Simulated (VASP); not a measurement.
# Cl (Pm-3m) in VASP: a series of runs

Runs on Cl. Level: r2SCAN. Tasks: single point.

Program: VASP 6.6.1. These are calculated values, not measurements. Logs are shortened: lines on timing, memory, paths and dates and some standing lists are left out, and cuts for length are marked.

**1. The cell of the first run**

It takes space group Pm-3m (No. 221, cubic). Conventional cell: a = 2.825 Å, b = 2.825 Å, c = 2.825 Å, α = 90.00°, β = 90.00°, γ = 90.00°. Within 3.7 Å of Cl (site symmetry m-3m) lie 6 Cl at 2.83 Å.

**2. Single point, r2SCAN**

The input, POSCAR:

```
Cl
1.0
    2.8253811302      0.0000000000      0.0000000000
    0.0000000000      2.8253811302      0.0000000000
    0.0000000000      0.0000000000      2.8253811302
Cl
1
Direct
    0.0000000000      0.0000000000      0.0000000000
```

The input, INCAR.step1:

```
PREC     = Accurate       # precision mode
ENCUT    = 520            # plane-wave cutoff, eV
ISMEAR   = -1             # smearing method
SIGMA    = 0.05           # smearing width, eV
LREAL    = False          # projectors in reciprocal space
LASPH    = True           # aspherical terms in the spheres
NELM     = 60             # most SCF steps
NBANDS   = 10             # bands
GGA      = PE             # functional
ALGO     = Normal         # electronic algorithm
EDIFF    = 1E-4           # SCF threshold, eV
LWAVE    = True           # write WAVECAR
LCHARG   = False          # write CHGCAR
```

The input, INCAR.step2:

```
PREC     = Accurate       # precision mode
ENCUT    = 520            # plane-wave cutoff, eV
EDIFF    = 1E-6           # SCF threshold, eV
ISMEAR   = -1             # smearing method
SIGMA    = 0.05           # smearing width, eV
LREAL    = False          # projectors in reciprocal space
LASPH    = True           # aspherical terms in the spheres
NELM     = 60             # most SCF steps
ALGO     = Normal         # electronic algorithm
ISIF     = 2              # what is computed and relaxed
LWAVE    = False          # write WAVECAR
LCHARG   = False          # write CHGCAR
METAGGA  = R2SCAN         # meta-GGA
LMIXTAU  = True         
NBANDS   = 10             # bands
ISTART   = 1
```

The input, KPOINTS:

```
Automatic mesh
0
Gamma
  8 8 8
```

Potentials or basis: VASP PAW PBE potentials, release 64 (Cl).

Run with:

```sh
cat potpaw_PBE.64/Cl/POTCAR > POTCAR
cp INCAR.step1 INCAR
mpirun -np 1 vasp_std > vasp.out
cp INCAR.step2 INCAR
mpirun -np 1 vasp_std > vasp.out
```

OUTCAR:

```text
PREC = Accurate
   ENCUT = 520
   EDIFF = 1E-6
   ISMEAR = -1
   LREAL = False
   LASPH = True
   NELM = 60
   ISIF = 2
   METAGGA = R2SCAN
   ISTART = 1

 ion  position               nearest neighbor table
   1  0.000  0.000  0.000-

  LATTYP: Found a simple cubic cell.
 ALAT       =     2.8253811302

  Lattice vectors:

 A1 = (   2.8253811302,   0.0000000000,   0.0000000000)
 A2 = (   0.0000000000,   2.8253811302,   0.0000000000)
 A3 = (   0.0000000000,   0.0000000000,   2.8253811302)

Analysis of symmetry for initial positions (statically):
=====================================================================
 Subroutine PRICEL returns:
 Original cell was already a primitive cell.

 Routine SETGRP: Setting up the symmetry group for a
 simple cubic supercell.

 Subroutine GETGRP returns: Found 48 space group operations
 (whereof 48 operations were pure point group operations)
 out of a pool of 48 trial point group operations.

The static configuration has the point symmetry O_h .

Analysis of symmetry for dynamics (positions and initial velocities):
=====================================================================
 Subroutine PRICEL returns:
 Original cell was already a primitive cell.

 Routine SETGRP: Setting up the symmetry group for a
 simple cubic supercell.

 Subroutine GETGRP returns: Found 48 space group operations
 (whereof 48 operations were pure point group operations)
 out of a pool of 48 trial point group operations.

The dynamic configuration has the point symmetry O_h .

 Subroutine INISYM returns: Found 48 space group operations
 (whereof 48 operations are pure point group operations),
 and found     1 'primitive' translations

----------------------------------------------------------------------------------------

                                     Primitive cell

  volume of cell :      22.5544

  direct lattice vectors                    reciprocal lattice vectors
     2.825381130  0.000000000  0.000000000     0.353934550  0.000000000  0.000000000
     0.000000000  2.825381130  0.000000000     0.000000000  0.353934550  0.000000000
     0.000000000  0.000000000  2.825381130     0.000000000  0.000000000  0.353934550

  length of vectors
     2.825381130  2.825381130  2.825381130     0.353934550  0.353934550  0.353934550

  position of ions in fractional coordinates (direct lattice)
     0.000000000  0.000000000  0.000000000

  ion indices of the primitive-cell ions
[... 72 lines left out ...]
   ENCUT  =  520.0 eV  38.22 Ry    6.18 a.u.   5.25  5.25  5.25*2*pi/ulx,y,z
   NELM   =     60;   NELMIN=  2; NELMDL=  0     # of ELM steps
   EDIFF  = 0.1E-05   stopping-criterion for ELM
   LREAL  =      F    real-space projection
   EDIFFG = 0.1E-04   stopping-criterion for IOM
   NSW    =      0    number of steps for IOM
   IBRION =     -1    ionic relax: 0-MD 1-quasi-New 2-CG
   NFREE  =      0    steps in history (QN), initial steepest desc. (CG)
   ISIF   =      2    stress and relaxation
   ISYM   =      2    0-nonsym 1-usesym 2-fastsym
   POTIM  = 0.5000    time-step for ionic-motion
   TEBEG  =    0.0;   TEEND  =   0.0 temperature during run
   PSTRESS=    0.0 pullay stress
   NELECT =       7.0000    total number of electrons
   NUPDOWN=      -1.0000    fix difference up-down
   EMIN   =  10.00;   EMAX   =-10.00  energy-range for DOS
   EFERMI =   0.00;   METHOD = LEGACY
   ISMEAR =    -1;   SIGMA  =   0.05  broadening in eV -4-tet -1-fermi 0-gaus
   EFERMI_NEDOS =   21; number of points for ismear=-14 and -15
   IALGO  =     38    algorithm
   IMIX   =      4    mixing-type and parameters
     AMIX     =   0.40;   BMIX     =  1.00
     AMIX_MAG =   1.60;   BMIX_MAG =  1.00
  volume/ion in A,a.u.               =      22.55       152.20
  Fermi-wavevector in a.u.,A,eV,Ry     =   1.108402  2.094575 16.715493  1.228554
  Thomas-Fermi vector in A             =   2.244928
   LORBIT       =      0    0 simple, 1 ext, 2 COOP (PROOUT), +10 PAW based schemes
   METAGGA = R2SCAN    functional components
   LHFCALC =     F    Hartree Fock is set to
   AEXX    =    0.0000 exact exchange contribution
   IVDW    =     0    specifies the selected vdW correction
   LEPSILON=     F    determine dielectric tensor
   LRPA    =     F    only Hartree local field effects (RPA)
 non-spin polarized calculation
  energy-cutoff  :      520.00
  volume of cell :       22.55
 maximum number of plane-waves:       627
 NGX is ok and might be reduce to    24
   NGX = 11   NGY = 11   NGZ = 11

 number of electron       7.0000001 magnetization

 Free energy of the ion-electron system (eV)
  ---------------------------------------------------
  ext. energy  EPLUGINS =         0.00000000
  ---------------------------------------------------
  free energy    TOTEN  =        -5.37774284 eV

  energy without entropy =       -5.36691241  energy(sigma->0) =       -5.37232762

 E-fermi :   1.4202     XC(G=0):  -9.6524

 val. band max:        1.3334120372   @ k =   0.0000   0.0000   0.0000
 cond. band min:       1.4238195347   @ k =   0.1250   0.0000   0.0000
 fundamental gap:      0.0904074975
 Fermi energy:         1.4202487292

 k-point     1 :       0.0000    0.0000    0.0000
  band No.  band energies     occupation
      1     -15.2435      2.00000
      2       1.3334      1.70054
      3       1.3334      1.70054
      4       1.3334      1.70054
      5      10.4008      0.00000
      6      12.3185      0.00000
      7      12.3185      0.00000
      8      23.3274      0.00000
      9      23.3274      0.00000
     10      23.3274      0.00000
[... 287 lines left out ...]
 k-point    24 :       0.5000    0.3750    0.1250
  band No.  band energies     occupation
      1     -12.9174      2.00000
      2      -2.8556      2.00000
      3      -2.0572      2.00000
      4       1.7019      0.00713
      5       9.1948      0.00000
      6      15.9435      0.00000
      7      16.3675      0.00000
      8      17.5108      0.00000
      9      22.8675      0.00000
     10      23.3087      0.00000

 [... further k-points ...]
[... 5 lines left out ...]
  --------------------------------------------------------------------------------------
  -------------------------------------------------------------------------------------
  Total        0.0648783      0.0648783      0.0648783     -0.0000000      0.0000000      0.0000000
  in kB        4.6087079      4.6087079      4.6087079     -0.0000000      0.0000000      0.0000000
  external PRESSURE =       4.6087079 kB  Pullay stress =       0.0000000 kB

 VOLUME and BASIS-vectors are now :
 -----------------------------------------------------------------------------
  energy-cutoff  :      520.00
  volume of cell :       22.55
      direct lattice vectors                 reciprocal lattice vectors
     2.825381130  0.000000000  0.000000000     0.353934550  0.000000000  0.000000000
     0.000000000  2.825381130  0.000000000     0.000000000  0.353934550  0.000000000
     0.000000000  0.000000000  2.825381130     0.000000000  0.000000000  0.353934550

 POSITION                                       TOTAL-FORCE (eV/Angst)
 -----------------------------------------------------------------------------------
      0.00000      0.00000      0.00000         0.000000      0.000000      0.000000
 -----------------------------------------------------------------------------------
    total drift:                                0.000000      0.000000      0.000000

  FREE ENERGIE OF THE ION-ELECTRON SYSTEM (eV)
  ---------------------------------------------------
  free  energy   TOTEN  =        -5.3777428351 eV

  energy  without entropy=       -5.3669124112  energy(sigma->0) =       -5.37232762
```

OUTCAR.step1:

```text
PREC = Accurate
   ENCUT = 520
   ISMEAR = -1
   LREAL = False
   LASPH = True
   NELM = 60
[... 527 lines left out ...]
 POSITION                                       TOTAL-FORCE (eV/Angst)
 -----------------------------------------------------------------------------------
      0.00000      0.00000      0.00000         0.000000      0.000000      0.000000
 -----------------------------------------------------------------------------------
    total drift:                                0.000000      0.000000      0.000000

  FREE ENERGIE OF THE ION-ELECTRON SYSTEM (eV)
  ---------------------------------------------------
  free  energy   TOTEN  =        -1.1601742762 eV

  energy  without entropy=       -1.1490903758  energy(sigma->0) =       -1.15463233
```

Run time: 8.4 s. Hardware: 1 thread of Intel Xeon 6975P-C (Granite Rapids), shared host; peak memory 0.13 GiB.

What came out:

* Free energy: -5.3777 eV
* Pressure: 0.5 GPa

Caveat: the PAW data sets were made with another functional, which shifts forces and pressure a little; an odd number of electrons without spin polarisation forces a metal; a magnetic or distorted state may lie lower.

**3. Single point, r2SCAN**

This run uses another cell than the first one, of 22.90 Å³/atom, 1.015 times its volume.

The input, POSCAR:

```
Cl
1.0
    2.8396509740      0.0000000000      0.0000000000
    0.0000000000      2.8396509740      0.0000000000
    0.0000000000      0.0000000000      2.8396509740
Cl
1
Direct
    0.0000000000      0.0000000000      0.0000000000
```

The input, INCAR.step1:

```
  PREC = Accurate
  ENCUT = 520
  ISMEAR = -1
  SIGMA = 0.05
  LREAL = False
  LASPH = True
  NELM = 100
  NBANDS = 10
  GGA = PE
  ALGO = Normal
  EDIFF = 1E-4
  LWAVE = True
  LCHARG = False
```

The input, INCAR.step2:

```
  PREC = Accurate
  ENCUT = 520
  EDIFF = 1E-6
  ISMEAR = -1
  SIGMA = 0.05
  LREAL = False
  LASPH = True
  NELM = 100
  ALGO = Normal
  ISIF = 2
  LWAVE = False
  LCHARG = False
  METAGGA = R2SCAN
  LMIXTAU = True
  NBANDS = 10
  ISTART = 1
```

The input, KPOINTS:

```
regular mesh
0
Gamma
  8 8 8
```

Potentials or basis: VASP PAW PBE potentials, release 64 (Cl).

Run with:

```sh
cat potpaw_PBE.64/Cl/POTCAR > POTCAR
cp INCAR.step1 INCAR
mpirun -np 1 vasp_std > vasp.out
cp INCAR.step2 INCAR
mpirun -np 1 vasp_std > vasp.out
```

Wall time 8.4 s (1 thread of Intel Xeon 6975P-C (Granite Rapids), shared host); peak memory 0.13 GiB.

Results (log left out):

```yaml
Free_energy: -5.3783 eV
Pressure: -0.2 GPa
```

Levels at points of the mesh, in eV from the Fermi level:
```csv
k point,band 1,band 2,band 3,band 4,band 5,band 6,band 7
"(0.00, 0.00, 0.00)",-16.55,-0.08,-0.08,-0.08,8.93,10.96,10.96
"(0.50, 0.00, 0.00)",-15.36,-5.29,0.57,0.57,12.57,12.71,13.96
"(0.50, 0.50, 0.00)",-14.24,-4.10,-4.10,1.15,6.91,14.57,17.47
"(0.50, 0.50, 0.50)",-13.17,-3.11,-3.11,-3.11,9.56,9.56,9.56
```

Caveat: the PAW data sets were made with another functional, which shifts forces and pressure a little; an odd number of electrons without spin polarisation forces a metal; a magnetic or distorted state may lie lower.

**4. Single point, r2SCAN**

This run uses another cell than the first one, of 23.24 Å³/atom, 1.030 times its volume.

The input, POSCAR:

```
Cl
1.0
    2.8537788233      0.0000000000      0.0000000000
    0.0000000000      2.8537788233      0.0000000000
    0.0000000000      0.0000000000      2.8537788233
Cl
1
Direct
    0.0000000000      0.0000000000      0.0000000000
```

The input, INCAR.step1:

```
PREC = Accurate
ENCUT = 520
ISMEAR = -1
SIGMA = 0.05
LREAL = False
LASPH = True
NELM = 60
NBANDS = 10
GGA = PE
ALGO = Normal
EDIFF = 1E-4
LWAVE = True
LCHARG = False
```

The input, INCAR.step2:

```
PREC = Accurate
ENCUT = 520
EDIFF = 1E-6
ISMEAR = -1
SIGMA = 0.05
LREAL = False
LASPH = True
NELM = 60
ALGO = Normal
ISIF = 2
LWAVE = False
LCHARG = True
METAGGA = R2SCAN
LMIXTAU = True
LELF = True
LVHAR = True
NBANDS = 10
ISTART = 1
```

KPOINTS is that of step 3.

Run with:

```sh
cat potpaw_PBE.64/Cl/POTCAR > POTCAR
cp INCAR.step1 INCAR
mpirun -np 1 vasp_std > vasp.out
cp INCAR.step2 INCAR
mpirun -np 1 vasp_std > vasp.out
```

Wall time 9.5 s (1 thread of Intel Xeon 6975P-C (Granite Rapids), shared host); peak memory 0.13 GiB.

Results (log left out):

```yaml
Free_energy: -5.3775 eV
Pressure: -0.7 GPa
```

Levels at points of the mesh, in eV from the Fermi level:
| k point | band 1 | band 2 | band 3 | band 4 | band 5 | band 6 | band 7 |
| --- | --- | --- | --- | --- | --- | --- | --- |
| (0.00, 0.00, 0.00) | -16.44 | -0.08 | -0.08 | -0.08 | 8.88 | 11.01 | 11.01 |
| (0.50, 0.00, 0.00) | -15.29 | -5.17 | 0.55 | 0.55 | 12.61 | 12.65 | 13.89 |
| (0.50, 0.50, 0.00) | -14.21 | -4.00 | -4.00 | 1.11 | 7.00 | 14.54 | 17.44 |
| (0.50, 0.50, 0.50) | -13.18 | -3.04 | -3.04 | -3.04 | 9.62 | 9.62 | 9.62 |

Caveat: the PAW data sets were made with another functional, which shifts forces and pressure a little; an odd number of electrons without spin polarisation forces a metal; a magnetic or distorted state may lie lower.

**5. The runs side by side**

```csv
cell,gap on the mesh (eV),pressure (GPa)
"a = 2.825 Å, 1 atom",none,0.5
"a = 2.840 Å, 1 atom",none,-0.2
"a = 2.854 Å, 1 atom",none,-0.7
```

Alike in all rows: task single point; level r2SCAN; potentials or basis VASP PAW PBE potentials, release 64 (Cl); no spin polarisation; k mesh 8 × 8 × 8; cutoff (eV) 520; smearing fermi-dirac 0.05 eV.

Caveats: the PAW data sets were made with another functional, which shifts forces and pressure a little; an odd number of electrons without spin polarisation forces a metal; a magnetic or distorted state may lie lower.

Absolute energies hang on the potentials; compare differences alone.
